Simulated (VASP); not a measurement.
A run of VASP 6.6.1 is set up as follows.

File POSCAR:

```
ZnS
1.0
    3.8230000000      0.0000000000      0.0000000000
   -1.9115000000      3.3108151187      0.0000000000
    0.0000000000      0.0000000000      6.2610000000
Zn S
2 2
Direct
    0.3333333333      0.6666666667      0.0000000000
    0.6666666667      0.3333333333      0.5000000000
    0.3333333333      0.6666666667      0.3750000000
    0.6666666667      0.3333333333      0.8750000000
```

File INCAR.step1:

```
PREC = Accurate ; ENCUT = 600
ISMEAR = 0 ; SIGMA = 0.02
LREAL = F ; LASPH = T
NELM = 80 ; GGA = PE
ALGO = Normal ; EDIFF = 1E-4
LWAVE = T ; LCHARG = F
```

Contents of INCAR.step2:

```
PREC = Accurate ; ENCUT = 600
EDIFF = 1E-7 ; ISMEAR = 0
SIGMA = 0.02 ; LREAL = F
LASPH = T ; NELM = 80
ALGO = Normal ; ISIF = 3
LWAVE = F ; LCHARG = F
METAGGA = R2SCAN ; LMIXTAU = T
IBRION = 2 ; NSW = 100
EDIFFG = -0.002 ; ISTART = 1
```

File KPOINTS:

```
Automatic mesh
0
Gamma
  9 9 6
```

Potentials or basis: VASP PAW PBE potentials, release 64 (Zn, S).

Run with:

```sh
$ cat potpaw_PBE.64/Zn/POTCAR potpaw_PBE.64/S/POTCAR > POTCAR
$ cp INCAR.step1 INCAR
$ mpirun -np 1 vasp_std > vasp.out
$ cp INCAR.step2 INCAR
$ mpirun -np 1 vasp_std > vasp.out
```

(1) Estimate the relaxed cell.

(2) What does it give for the relaxed volume?

(3) Predict the band gap on the k mesh.

## Answers

(1) a = 3.804 Å, b = 3.804 Å, c = 6.250 Å, α = 90.00°, β = 90.00°, γ = 120.00°.

(2) 19.58 Å³/atom.

(3) 2.78 eV.

Caveat: the PAW data sets were made with another functional, which shifts forces and pressure a little.
